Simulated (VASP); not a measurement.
Si, 2 atoms in the cell. The structure is orthorhombic, space group Imma (No. 74). Conventional cell: a = 3.811 Å, b = 3.888 Å, c = 5.444 Å, α = 90.00°, β = 90.00°, γ = 90.00°. Si (site symmetry mm2) has 4 Si at 2.34 to 2.37 Å within 3.1 Å.  This cell differs from its parent crystal: strain -0.0200 x Voigt [0, 0, 0, 1, 0, 0].

| Property | Result |
| --- | --- |
| Program | VASP 6.6.1 |
| Task | single point |
| Functional | r2SCAN |
| Potentials or basis | VASP PAW PBE potentials, release 64 (Si) |
| Cutoff | 520 eV |
| k mesh | 8 × 8 × 8 |
| Occupations | gaussian, width 0.05 eV |
| Spin | no spin polarisation |
| Dipole correction | no |
| Further INCAR settings | ALGO = Normal; EDIFF = 1e-06; NBANDS = 11 |

Potentials or basis: VASP PAW PBE potentials, release 64 (Si).

The run is started by

```console
$ cat potpaw_PBE.64/Si/POTCAR > POTCAR
$ cp INCAR.step1 INCAR
$ mpirun -np 1 vasp_std > vasp.out
$ cp INCAR.step2 INCAR
$ mpirun -np 1 vasp_std > vasp.out
```

Hardware: 1 thread of Intel(R) Xeon(R) Platinum 8488C (Sapphire Rapids), on a shared host.

Question: Estimate the wall time of this run.

Answer: It took 2.3 min on 1 thread of Intel(R) Xeon(R) Platinum 8488C (Sapphire Rapids), on a shared host, peak memory 0.18 GiB. Counts: k points 95.
